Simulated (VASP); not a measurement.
# TiC (Fm-3m) in VASP: a series of runs, part 2 of 2

VASP 6.6.1.

### 3 Vibrations by perturbation theory, PBE

This run uses another cell than the first one, of 9.98 Å³/atom.

INCAR

```
PREC = Accurate
ENCUT = 520
EDIFF = 1E-8
ISMEAR = -1
SIGMA = 0.15
LREAL = False
LASPH = True
NELM = 100
ALGO = Normal
ISIF = 2
LWAVE = False
LCHARG = True
GGA = PE
NBANDS = 15
IBRION = 8
NSW = 1
```

KPOINTS

```
Automatic mesh
0
Gamma
  16 16 16
```

POSCAR

```
TiC
1.0
    0.0000000000      2.1528412076      2.1528412076
    2.1528412076      0.0000000000      2.1528412076
    2.1528412076      2.1528412076      0.0000000000
Ti C
1 1
Direct
    0.0000000000      0.0000000000      0.0000000000
    0.5000000000      0.5000000000      0.5000000000
```

Potentials or basis: VASP PAW PBE potentials, release 64 (Ti_sv, C).

Run with:

```sh
$ cat potpaw_PBE.64/Ti_sv/POTCAR potpaw_PBE.64/C/POTCAR > POTCAR
$ mpirun -np 1 vasp_std > vasp.out
```

OUTCAR:

```text
PREC = Accurate
   ENCUT = 520
   EDIFF = 1E-8
   ISMEAR = -1
   LREAL = False
   LASPH = True
   NELM = 100
   ISIF = 2
   GGA = PE
   IBRION = 8
   NSW = 1

 ion  position               nearest neighbor table
   1  0.000  0.000  0.000-   2 2.15   2 2.15   2 2.15   2 2.15   2 2.15   2 2.15
   2  0.500  0.500  0.500-   1 2.15   1 2.15   1 2.15   1 2.15   1 2.15   1 2.15

  LATTYP: Found a face centered cubic cell.
 ALAT       =     4.3056824152

  Lattice vectors:

 A1 = (   0.0000000000,   2.1528412076,   2.1528412076)
 A2 = (   2.1528412076,   0.0000000000,   2.1528412076)
 A3 = (   2.1528412076,   2.1528412076,   0.0000000000)

Analysis of symmetry for initial positions (statically):
=====================================================================
 Subroutine PRICEL returns:
 Original cell was already a primitive cell.

 Routine SETGRP: Setting up the symmetry group for a
 face centered cubic supercell.

 Subroutine GETGRP returns: Found 48 space group operations
 (whereof 48 operations were pure point group operations)
 out of a pool of 48 trial point group operations.

The static configuration has the point symmetry O_h .

Analysis of symmetry for dynamics (positions and initial velocities):
=====================================================================
 Subroutine PRICEL returns:
 Original cell was already a primitive cell.

 Routine SETGRP: Setting up the symmetry group for a
 face centered cubic supercell.

 Subroutine GETGRP returns: Found 48 space group operations
 (whereof 48 operations were pure point group operations)
 out of a pool of 48 trial point group operations.

The dynamic configuration has the point symmetry O_h .

 Subroutine INISYM returns: Found 48 space group operations
 (whereof 48 operations are pure point group operations),
 and found     1 'primitive' translations

----------------------------------------------------------------------------------------

                                     Primitive cell

  volume of cell :      19.9557

  direct lattice vectors                    reciprocal lattice vectors
     0.000000000  2.152841208  2.152841208    -0.232251221  0.232251221  0.232251221
     2.152841208  0.000000000  2.152841208     0.232251221 -0.232251221  0.232251221
     2.152841208  2.152841208  0.000000000     0.232251221  0.232251221 -0.232251221

  length of vectors
     3.044577233  3.044577233  3.044577233     0.402270916  0.402270916  0.402270916

  position of ions in fractional coordinates (direct lattice)
     0.000000000  0.000000000  0.000000000
     0.500000000  0.500000000  0.500000000

  ion indices of the primitive-cell ions
   primitive index   ion index
                 1           1
[... 140 lines left out ...]
     10      11.3220      0.00002
     11      11.3220      0.00002
     12      11.3771      0.00002
     13      11.3771      0.00002
     14      20.3701      0.00000
[... 401 lines left out ...]
      2     -22.9749      2.00000
      3     -22.9387      2.00000
      4     -22.9261      2.00000
      5      -2.6196      2.00000
      6       9.4003      1.62536
      7       9.5881      1.10739
      8       9.5917      1.09546
      9      10.4391      0.00849
     10      11.0309      0.00016
     11      11.9256      0.00000
     12      12.5064      0.00000
     13      13.3810      0.00000
     14      20.7734      0.00000
     15      23.8200      0.00000

 [... further k-points ...]

------------------------ aborting loop because EDIFF is reached ----------------------------------------

  FORCE on cell =-STRESS in cart. coord.  units (eV):
  Direction    XX          YY          ZZ          XY          YZ          ZX
  --------------------------------------------------------------------------------------
  -------------------------------------------------------------------------------------
  Total        0.6488725      0.6488725      0.6488725      0.0000000      0.0000000     -0.0000000
  in kB       52.0959521     52.0959521     52.0959521      0.0000000      0.0000000     -0.0000000
  external PRESSURE =      52.0959521 kB  Pullay stress =       0.0000000 kB

 VOLUME and BASIS-vectors are now :
 -----------------------------------------------------------------------------
  energy-cutoff  :      520.00
  volume of cell :       19.96
      direct lattice vectors                 reciprocal lattice vectors
     0.000000000  2.152841208  2.152841208    -0.232251221  0.232251221  0.232251221
     2.152841208  0.000000000  2.152841208     0.232251221 -0.232251221  0.232251221
     2.152841208  2.152841208  0.000000000     0.232251221  0.232251221 -0.232251221

 POSITION                                       TOTAL-FORCE (eV/Angst)
 -----------------------------------------------------------------------------------
      0.00000      0.00000      0.00000         0.000000     -0.000000      0.000000
      2.15284      2.15284      2.15284         0.000000      0.000000     -0.000000
 -----------------------------------------------------------------------------------
    total drift:                                0.000000     -0.000000     -0.000000

  FREE ENERGIE OF THE ION-ELECTRON SYSTEM (eV)
  ---------------------------------------------------
  free  energy   TOTEN  =       -18.7142137917 eV

  energy  without entropy=      -18.6896998140  energy(sigma->0) =      -18.70195680

[... ionic steps 2 to 3 ...]

--------------------------------------- Ionic step        4  -------------------------------------------

------------------------ aborting loop because EDIFF is reached ----------------------------------------

[... ionic steps 5 to 6 ...]

--------------------------------------- Ionic step        7  -------------------------------------------

 Free energy of the ion-electron system (eV)
  ---------------------------------------------------
  ---------------------------------------------------
  free energy    TOTEN  =        -0.11917320 eV

  energy without entropy =       -0.11917320

------------------------ aborting loop because EDIFF is reached ----------------------------------------

 INTERNAL STRAIN TENSOR  FOR ION    2  DIRECTION 1   (eV/Angst):
 -----------------------------------------------------------------------------
    -0.01077 -0.00000  0.00000
     0.00000  0.00406  0.00000
     0.00000  0.00000  0.00406

 INTERNAL STRAIN TENSOR FOR ION    2 for displacements in x,y,z  (eV/Angst):
          X           Y           Z          XY          YZ          ZX
  --------------------------------------------------------------------------------
  x     0.00000     0.00000     0.00000     0.00000     0.00000     0.00000
  y     0.00000     0.00000     0.00000     0.00000     0.00000     0.00000
  z     0.00000     0.00000     0.00000     0.00000     0.00000     0.00000

 SECOND DERIVATIVES (NOT SYMMETRIZED)
 ------------------------------------
               1X          1Y          1Z          2X          2Y          2Z
  1X   -10.076755    0.000000    0.000000   10.076755    0.000000    0.000000
  1Y     0.000000  -10.076755    0.000000    0.000000   10.076755    0.000000
  1Z     0.000000    0.000000  -10.076755    0.000000    0.000000   10.076755
  2X    10.072671    0.000000    0.000000  -10.072671    0.000000    0.000000
  2Y     0.000000   10.072671    0.000000    0.000000  -10.072671    0.000000
  2Z     0.000000    0.000000   10.072671    0.000000    0.000000  -10.072671

 Eigenvectors and eigenvalues of the dynamical matrix
 ----------------------------------------------------

   1 f  =   16.012341 THz   100.608505 2PiTHz  534.114202 cm-1    66.221691 meV
             X         Y         Z           dx          dy          dz
      0.000000  0.000000  0.000000    -0.000000   -0.447898    0.000000
      2.152841  2.152841  2.152841     0.000000    0.894085    0.000000
[... 21 lines left out ...]
   6 f/i=    0.001300 THz     0.008166 2PiTHz    0.043354 cm-1     0.005375 meV
             X         Y         Z           dx          dy          dz
      0.000000  0.000000  0.000000     0.093451   -0.407543    0.790293
      2.152841  2.152841  2.152841     0.046815   -0.204162    0.395903

--------------------------------------------------------------------------------------------------------

 ELASTIC MODULI CONTR FROM IONIC RELAXATION (kBar)
 Direction    XX          YY          ZZ          XY          YZ          ZX
 --------------------------------------------------------------------------------
 XX           0.0000      0.0000      0.0000      0.0000      0.0000      0.0000
 YY           0.0000      0.0000      0.0000      0.0000      0.0000      0.0000
 ZZ           0.0000      0.0000      0.0000      0.0000      0.0000      0.0000
 XY           0.0000      0.0000      0.0000      0.0000      0.0000      0.0000
 YZ           0.0000      0.0000      0.0000      0.0000      0.0000      0.0000
 ZX           0.0000      0.0000      0.0000      0.0000      0.0000      0.0000
 --------------------------------------------------------------------------------
```

stdout:

```text
POSCAR found type information on POSCAR TiC
 POSCAR found :  2 types and       2 ions
 scaLAPACK will be used
 LDA part: xc-table for (Slater+PW92), standard interpolation
 POSCAR, INCAR and KPOINTS ok, starting setup
 FFT: planning ... GRIDC
 FFT: planning ... GRID_SOFT
 FFT: planning ... GRID
 WAVECAR not read
 entering main loop
 Linear response reoptimize wavefunctions to high precision
 Linear response DOF=           2
 Linear response progress:
 first order change of Fermi-energy   0.15133E-03
 force on displaced ion       1 direction 1 : -10.077   0.000   0.000
 Linear response progress:
 first order change of Fermi-energy   0.26378E-03
 force on displaced ion       2 direction 1 : -10.073   0.000   0.000
 Linear response finished
```

Run time: 11 min. Hardware: 1 thread of Intel Xeon 8259CL, shared host; peak memory 0.37 GiB.

Results:

| Property | Result |
| --- | --- |
| Highest phonon frequency at Γ | 534 cm⁻¹ |

Phonon frequencies in cm⁻¹ (negative: imaginary):
```tsv
q point	frequencies
(0.000, 0.000, 0.000)	0 0 0 534 534 534
```

Caveat: the cell stands under pressure or tension, which shifts response properties.
